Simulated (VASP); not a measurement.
# InSb (Pmmm) in VASP: notebook

InSb is run at these levels: PBEsol; tasks: single point.

All numbers are computed with VASP 6.6.1; they aren't measurements. Logs are shortened: lines on timing, memory, paths and dates and some standing lists are left out, and cuts for length are marked.

## Step 1: The cell of the first run

It takes space group Pmmm (No. 47, orthorhombic). Conventional cell: a = 3.036 Å, b = 3.158 Å, c = 6.096 Å, α = 90.00°, β = 90.00°, γ = 90.00°. In (site symmetry mmm) has 4 In at 3.04 to 3.16 Å and 2 Sb at 3.05 Å within 4.0 Å. Within 4.0 Å of Sb (site symmetry mmm) lie 4 Sb at 3.04 to 3.16 Å and 2 In at 3.05 Å.

## Step 2: Single point, PBEsol (normal strain along x +0.0400, normal strain along z +0.0000)

File INCAR:

```
SYSTEM = InSb
PREC     = Accurate       ! precision mode
ENCUT    = 500            ! plane-wave cutoff, eV
EDIFF    = 1E-6           ! SCF threshold, eV
ISMEAR   = 0              ! smearing method
SIGMA    = 0.15           ! smearing width, eV
LREAL    = .False.        ! projectors in reciprocal space
LASPH    = .True.         ! aspherical terms in the spheres
NELM     = 120            ! most SCF steps
ALGO     = Normal         ! electronic algorithm
ISIF     = 2              ! what is computed and relaxed
LWAVE    = .False.        ! write WAVECAR
LCHARG   = .True.         ! write CHGCAR
GGA      = PS             ! functional
LELF     = .True.         ! ELF
LVHAR    = .True.       
NBANDS   = 16             ! bands
GGA_COMPAT= .False.
```

File KPOINTS:

```
Automatic mesh
0
Gamma
  14 14 8
  0 0 0
```

File POSCAR:

```
InSb
1.0
    3.1576362431      0.0000000000      0.0000000000
    0.0000000000      3.0361886953      0.0000000000
    0.0000000000      0.0000000000      6.0963559048
In Sb
1 1
Direct
    0.0000000000      0.0000000000      0.0000000000
    0.0000000000      0.0000000000      0.5000000000
```

Potentials or basis: VASP PAW PBE potentials, release 64 (In_d, Sb).

Command:

```sh
> cat potpaw_PBE.64/In_d/POTCAR potpaw_PBE.64/Sb/POTCAR > POTCAR
> mpirun -np 1 vasp_std > vasp.out
```

OUTCAR:

```text
SYSTEM = InSb
   PREC = Accurate
   ENCUT = 500
   EDIFF = 1E-6
   ISMEAR = 0
   LREAL = .False.
   LASPH = .True.
   NELM = 120
   ISIF = 2
   GGA = PS

 ion  position               nearest neighbor table
   1  0.000  0.000  0.000-   2 3.05   2 3.05
   2  0.000  0.000  0.500-   1 3.05   1 3.05

  LATTYP: Found a simple orthorhombic cell.
 ALAT       =     3.0361886953
 B/A-ratio  =     1.0400000000
 C/A-ratio  =     2.0078975705

  Lattice vectors:

 A1 = (   0.0000000000,  -3.0361886953,   0.0000000000)
 A2 = (   3.1576362431,   0.0000000000,   0.0000000000)
 A3 = (   0.0000000000,   0.0000000000,   6.0963559048)

Analysis of symmetry for initial positions (statically):
=====================================================================
 Subroutine PRICEL returns:
 Original cell was already a primitive cell.

 Routine SETGRP: Setting up the symmetry group for a
 simple orthorhombic supercell.

 Subroutine GETGRP returns: Found  8 space group operations
 (whereof  8 operations were pure point group operations)
 out of a pool of  8 trial point group operations.

The static configuration has the point symmetry D_2h.

Analysis of symmetry for dynamics (positions and initial velocities):
=====================================================================
 Subroutine PRICEL returns:
 Original cell was already a primitive cell.

 Routine SETGRP: Setting up the symmetry group for a
 simple orthorhombic supercell.

 Subroutine GETGRP returns: Found  8 space group operations
 (whereof  8 operations were pure point group operations)
 out of a pool of  8 trial point group operations.

The dynamic configuration has the point symmetry D_2h.

 Subroutine INISYM returns: Found  8 space group operations
 (whereof  8 operations are pure point group operations),
 and found     1 'primitive' translations

----------------------------------------------------------------------------------------

                                     Primitive cell

  volume of cell :      58.4469

  direct lattice vectors                    reciprocal lattice vectors
     3.157636243  0.000000000  0.000000000     0.316692590  0.000000000  0.000000000
     0.000000000  3.036188695  0.000000000     0.000000000  0.329360294  0.000000000
     0.000000000  0.000000000  6.096355905     0.000000000  0.000000000  0.164032418

  length of vectors
     3.157636243  3.036188695  6.096355905     0.316692590  0.329360294  0.164032418

  position of ions in fractional coordinates (direct lattice)
     0.000000000  0.000000000  0.000000000
     0.000000000  0.000000000  0.500000000

  ion indices of the primitive-cell ions
   primitive index   ion index
                 1           1
                 2           2

----------------------------------------------------------------------------------------

 KPOINTS: Automatic mesh

Automatic generation of k-mesh.
 Grid dimensions read from file:
 generate k-points for:   14   14    8

 Generating k-lattice:

  Cartesian coordinates                     Fractional coordinates (reciprocal lattice)
     0.022620899  0.000000000  0.000000000     0.071428571  0.000000000  0.000000000
     0.000000000  0.023525735  0.000000000     0.000000000  0.071428571  0.000000000
     0.000000000  0.000000000  0.020504052     0.000000000  0.000000000  0.125000000

  Length of vectors
     0.022620899  0.023525735  0.020504052

  Shift w.r.t. Gamma in fractional coordinates (k-lattice)
     0.000000000  0.000000000  0.000000000

 Subroutine IBZKPT returns following result:
 ===========================================

 Found    320 irreducible k-points:

 Following reciprocal coordinates:
            Coordinates               Weight
  0.000000  0.000000  0.000000      1.000000
  0.071429  0.000000  0.000000      2.000000
  0.142857  0.000000  0.000000      2.000000
  0.214286  0.000000  0.000000      2.000000
  0.285714  0.000000  0.000000      2.000000
  0.357143  0.000000  0.000000      2.000000
[... 16 lines left out ...]
  0.428571  0.142857  0.000000      4.000000
  0.500000  0.142857  0.000000      2.000000
 [... further k-points ...]
   k-points           NKPTS =    320   k-points in BZ     NKDIM =    320   number of bands    NBANDS=     16
   number of dos      NEDOS =    301   number of ions     NIONS =      2
   total plane-waves  NPLWV =  27648
   dimension x,y,z NGX =    24 NGY =   24 NGZ =   48
   dimension x,y,z NGXF=    48 NGYF=   48 NGZF=   96
   ions per type =               1   1
   NGX,Y,Z   is equivalent  to a cutoff of  12.64, 13.14, 13.09 a.u.
   NGXF,Y,Z  is equivalent  to a cutoff of  25.27, 26.28, 26.18 a.u.
 SYSTEM =  InSb
   PREC   = accura    normal or accurate (medium, high low for compatibility)
   ISTART =      0    job   : 0-new  1-cont  2-samecut
   ICHARG =      2    charge: 1-file 2-atom 10-const
   ISPIN  =      1    spin polarized calculation?
   LNONCOLLINEAR =      F non collinear calculations
   LSORBIT =      F    spin-orbit coupling
   LASPH  =      T    aspherical Exc in radial PAW
   ENCUT  =  500.0 eV  36.75 Ry    6.06 a.u.   5.76  5.54 11.12*2*pi/ulx,y,z
   NELM   =    120;   NELMIN=  2; NELMDL= -5     # of ELM steps
   EDIFF  = 0.1E-05   stopping-criterion for ELM
   LREAL  =      F    real-space projection
   EDIFFG = 0.1E-04   stopping-criterion for IOM
   NSW    =      0    number of steps for IOM
   IBRION =     -1    ionic relax: 0-MD 1-quasi-New 2-CG
   NFREE  =      0    steps in history (QN), initial steepest desc. (CG)
   ISIF   =      2    stress and relaxation
   ISYM   =      2    0-nonsym 1-usesym 2-fastsym
   POTIM  = 0.5000    time-step for ionic-motion
   TEBEG  =    0.0;   TEEND  =   0.0 temperature during run
   PSTRESS=    0.0 pullay stress
   NELECT =      18.0000    total number of electrons
   NUPDOWN=      -1.0000    fix difference up-down
   EMIN   =  10.00;   EMAX   =-10.00  energy-range for DOS
   EFERMI =   0.00;   METHOD = LEGACY
   ISMEAR =     0;   SIGMA  =   0.15  broadening in eV -4-tet -1-fermi 0-gaus
   EFERMI_NEDOS =   21; number of points for ismear=-14 and -15
   IALGO  =     38    algorithm
   IMIX   =      4    mixing-type and parameters
     AMIX     =   0.40;   BMIX     =  1.00
     AMIX_MAG =   1.60;   BMIX_MAG =  1.00
  volume/ion in A,a.u.               =      29.22       197.21
  Fermi-wavevector in a.u.,A,eV,Ry     =   1.105551  2.089188 16.629613  1.222242
  Thomas-Fermi vector in A             =   2.242039
   LORBIT       =      0    0 simple, 1 ext, 2 COOP (PROOUT), +10 PAW based schemes
   GGA     = PS    functional components
   LHFCALC =     F    Hartree Fock is set to
   AEXX    =    0.0000 exact exchange contribution
   IVDW    =     0    specifies the selected vdW correction
   LEPSILON=     F    determine dielectric tensor
   LRPA    =     F    only Hartree local field effects (RPA)
 non-spin polarized calculation
 Gauss-broadening in eV      SIGMA  =   0.15
  energy-cutoff  :      500.00
  volume of cell :       58.45
 maximum number of plane-waves:      1508
 NGX is ok and might be reduce to    24
   NGX = 11   NGY = 11   NGZ = 23

 number of electron      18.0000003 magnetization

 Free energy of the ion-electron system (eV)
  ---------------------------------------------------
  ext. energy  EPLUGINS =         0.00000000
  ---------------------------------------------------
  free energy    TOTEN  =        -7.40490326 eV

  energy without entropy =       -7.39126938  energy(sigma->0) =       -7.39808632

 E-fermi :   6.5746     XC(G=0):  -9.8275

 val. band max:        6.5489511708   @ k =   0.0714   0.2143   0.0000
 cond. band min:       6.5752462294   @ k =   0.0714   0.2143   0.1250
 fundamental gap:      0.0262950587
 Fermi energy:         6.5745726513

 k-point     1 :       0.0000    0.0000    0.0000
  band No.  band energies     occupation
      1      -8.2593      2.00000
      2      -8.0545      2.00000
      3      -7.7161      2.00000
      4      -7.6748      2.00000
      5      -7.6082      2.00000
      6      -4.9874      2.00000
[... 8 lines left out ...]
     15      15.9853      0.00000
     16      16.3232      0.00000

 k-point     2 :       0.0714    0.0000    0.0000
  band No.  band energies     occupation
      1      -8.2482      2.00000
      2      -8.0424      2.00000
      3      -7.7262      2.00000
      4      -7.6740      2.00000
      5      -7.6153      2.00000
      6      -4.9161      2.00000
[... 8 lines left out ...]
     15      16.0787      0.00000
     16      16.4246      0.00000

 k-point     3 :       0.1429    0.0000    0.0000
  band No.  band energies     occupation
      1      -8.2217      2.00000
      2      -8.0040      2.00000
      3      -7.7541      2.00000
      4      -7.6719      2.00000
      5      -7.6350      2.00000
      6      -4.7038      2.00000
[... 8 lines left out ...]
     15      16.1409      0.00000
     16      16.3536      0.00000

 k-point     4 :       0.2143    0.0000    0.0000
  band No.  band energies     occupation
      1      -8.1930      2.00000
      2      -7.9392      2.00000
      3      -7.7939      2.00000
      4      -7.6688      2.00000
      5      -7.6634      2.00000
      6      -4.3577      2.00000
[... 8 lines left out ...]
     15      16.5548      0.00000
     16      16.7920      0.00000

 k-point     5 :       0.2857    0.0000    0.0000
  band No.  band energies     occupation
      1      -8.1700      2.00000
      2      -7.8588      2.00000
      3      -7.8373      2.00000
      4      -7.6947      2.00000
      5      -7.6654      2.00000
      6      -3.8962      2.00000
[... 8 lines left out ...]
     15      16.9769      0.00000
     16      17.3589      0.00000

 k-point     6 :       0.3571    0.0000    0.0000
  band No.  band energies     occupation
      1      -8.1539      2.00000
      2      -7.8759      2.00000
      3      -7.7821      2.00000
      4      -7.7227      2.00000
      5      -7.6623      2.00000
      6      -3.3648      2.00000
[... 8 lines left out ...]
     15      17.4859      0.00000
     16      17.9882      0.00000

 k-point     7 :       0.4286    0.0000    0.0000
  band No.  band energies     occupation
      1      -8.1442      2.00000
      2      -7.9023      2.00000
      3      -7.7420      2.00000
      4      -7.7278      2.00000
      5      -7.6601      2.00000
      6      -2.8759      2.00000
[... 8 lines left out ...]
     15      18.0521      0.00000
     16      18.5477      0.00000

 k-point     8 :       0.5000    0.0000    0.0000
  band No.  band energies     occupation
      1      -8.1410      2.00000
      2      -7.9116      2.00000
      3      -7.7488      2.00000
      4      -7.7082      2.00000
      5      -7.6594      2.00000
      6      -2.6571      2.00000
[... 8 lines left out ...]
     15      18.3843      0.00000
     16      18.8557      0.00000

 k-point     9 :       0.0000    0.0714    0.0000
  band No.  band energies     occupation
      1      -8.2351      2.00000
      2      -8.0469      2.00000
      3      -7.7149      2.00000
      4      -7.6886      2.00000
      5      -7.6188      2.00000
      6      -4.9066      2.00000
[... 8 lines left out ...]
     15      15.7424      0.00000
     16      16.8355      0.00000
[... 172 lines left out ...]
 k-point    19 :       0.1429    0.1429    0.0000
  band No.  band energies     occupation
      1      -8.1187      2.00000
      2      -7.9848      2.00000
      3      -7.7494      2.00000
      4      -7.7227      2.00000
      5      -7.6789      2.00000
      6      -4.3820      2.00000
[... 8 lines left out ...]
     15      15.8388      0.00000
     16      16.2821      0.00000

 k-point    20 :       0.2143    0.1429    0.0000
  band No.  band energies     occupation
      1      -8.0802      2.00000
      2      -7.9285      2.00000
      3      -7.7883      2.00000
      4      -7.7191      2.00000
      5      -7.7109      2.00000
      6      -4.0365      2.00000
[... 8 lines left out ...]
     15      16.0931      0.00000
     16      16.5657      0.00000

 k-point    21 :       0.2857    0.1429    0.0000
  band No.  band energies     occupation
      1      -8.0555      2.00000
      2      -7.8483      2.00000
      3      -7.8309      2.00000
      4      -7.7459      2.00000
      5      -7.7151      2.00000
      6      -3.5758      2.00000
[... 8 lines left out ...]
     15      16.5137      0.00000
     16      16.8250      0.00000

 k-point    22 :       0.3571    0.1429    0.0000
  band No.  band energies     occupation
      1      -8.0404      2.00000
      2      -7.8687      2.00000
      3      -7.7812      2.00000
      4      -7.7649      2.00000
      5      -7.7114      2.00000
      6      -3.0448      2.00000
[... 8 lines left out ...]
     15      16.1855      0.00000
     16      17.0187      0.00000

 k-point    23 :       0.4286    0.1429    0.0000
  band No.  band energies     occupation
      1      -8.0319      2.00000
      2      -7.8946      2.00000
      3      -7.8000      2.00000
      4      -7.7110      2.00000
      5      -7.7089      2.00000
      6      -2.5559      2.00000
[... 8 lines left out ...]
     15      15.7376      0.00000
     16      17.5133      0.00000

 k-point    24 :       0.5000    0.1429    0.0000
  band No.  band energies     occupation
      1      -8.0290      2.00000
      2      -7.9038      2.00000
      3      -7.8076      2.00000
      4      -7.7079      2.00000
      5      -7.6906      2.00000
      6      -2.3370      2.00000
[... 8 lines left out ...]
     15      15.9741      0.00000
     16      17.7550      0.00000

 [... further k-points ...]
[... 5 lines left out ...]
  --------------------------------------------------------------------------------------
  -------------------------------------------------------------------------------------
  Total       -1.2372946     -0.5457087     -0.1538346     -0.0000000      0.0000000      0.0000000
  in kB      -33.9173992    -14.9592662     -4.2169985     -0.0000000      0.0000000      0.0000000
  external PRESSURE =     -17.6978880 kB  Pullay stress =       0.0000000 kB

 VOLUME and BASIS-vectors are now :
 -----------------------------------------------------------------------------
  energy-cutoff  :      500.00
  volume of cell :       58.45
      direct lattice vectors                 reciprocal lattice vectors
     3.157636243  0.000000000  0.000000000     0.316692590  0.000000000  0.000000000
     0.000000000  3.036188695  0.000000000     0.000000000  0.329360294  0.000000000
     0.000000000  0.000000000  6.096355905     0.000000000  0.000000000  0.164032418

 POSITION                                       TOTAL-FORCE (eV/Angst)
 -----------------------------------------------------------------------------------
      0.00000      0.00000      0.00000         0.000000      0.000000      0.000000
      0.00000      0.00000      3.04818         0.000000      0.000000      0.000000
 -----------------------------------------------------------------------------------
    total drift:                                0.000000     -0.000000     -0.000000

  FREE ENERGIE OF THE ION-ELECTRON SYSTEM (eV)
  ---------------------------------------------------
  free  energy   TOTEN  =        -7.4049032627 eV

  energy  without entropy=       -7.3912693754  energy(sigma->0) =       -7.39808632
```

It took 4.6 min on 1 thread of Intel Xeon 8259CL, shared host; peak memory 0.41 GiB.

Results:

```
Free energy            : -7.4049 eV
Pressure               : -1.8 GPa
Band gap on the k mesh : zero (bands 9 and 10 overlap by 5.20 eV)
```

Caveat: the cell differs from its parent crystal (normal strain along x +0.0400, normal strain along z +0.0000); the PAW data sets were made with another functional, which shifts forces and pressure a little; spin-orbit coupling is left out, which moves the levels of the heavy elements.

## Step 3: Single point, PBEsol (normal strain along x +0.0200, normal strain along z +0.0200)

File INCAR:

```
ALGO = Normal
EDIFF = 1E-6
ENCUT = 500
GGA = PS
GGA_COMPAT = False
ISIF = 2
ISMEAR = 0
LASPH = True
LCHARG = False
LREAL = False
LWAVE = False
NBANDS = 16
NELM = 120
PREC = Accurate
SIGMA = 0.15
```

File KPOINTS:

```
k-points
0
Gamma
  14 14 8
```

File POSCAR:

```
InSb
1.0
    3.0969124692      0.0000000000      0.0000000000
    0.0000000000      3.0361886953      0.0000000000
    0.0000000000      0.0000000000      6.2182830229
In Sb
1 1
Direct
    0.0000000000      0.0000000000      0.0000000000
    0.0000000000      0.0000000000      0.5000000000
```

Potentials or basis: VASP PAW PBE potentials, release 64 (In_d, Sb).

Command:

```sh
> cat potpaw_PBE.64/In_d/POTCAR potpaw_PBE.64/Sb/POTCAR > POTCAR
> mpirun -np 1 vasp_std > vasp.out
```

Run time: 4.2 min. Hardware: 1 thread of Intel Xeon 8259CL, shared host; peak memory 0.41 GiB.

The run converged. Its results:

```
Free energy            : -7.4143 eV
Pressure               : -1.8 GPa
Band gap on the k mesh : zero (bands 9 and 10 overlap by 5.73 eV)
```

Stress tensor (GPa, compression positive):
```
-1.90  0.00  0.00
 0.00 -1.24  0.00
 0.00  0.00 -2.21
```

Levels at points of the mesh, in eV from the Fermi level:
```csv
k point,band 6,band 7,band 8,band 9,band 10,band 11,band 12,band 13
"(0.00, 0.00, 0.00)",-11.62,-6.91,-4.61,3.97,4.56,5.06,7.79,8.38
"(0.50, 0.00, 0.00)",-9.05,-5.02,-3.49,-2.34,-1.64,2.88,6.65,7.60
"(0.00, 0.50, 0.00)",-8.78,-5.08,-3.20,-2.14,-1.64,2.96,6.27,7.83
"(0.50, 0.50, 0.00)",-6.04,-3.01,-2.72,0.01,0.65,0.86,1.08,2.74
"(0.00, 0.00, 0.50)",-11.49,-8.14,-0.98,0.12,4.15,4.73,7.82,7.86
"(0.50, 0.00, 0.50)",-9.01,-4.94,-4.75,-2.45,1.52,2.90,5.68,6.45
"(0.00, 0.50, 0.50)",-8.73,-4.81,-4.68,-2.43,1.75,3.13,5.72,6.43
"(0.50, 0.50, 0.50)",-6.03,-2.81,-2.52,-1.52,0.19,0.39,3.04,4.61
```

Caveat: the cell differs from its parent crystal (normal strain along x +0.0200, normal strain along z +0.0200); the PAW data sets were made with another functional, which shifts forces and pressure a little; spin-orbit coupling is left out, which moves the levels of the heavy elements.

[end of part 1 of 2]
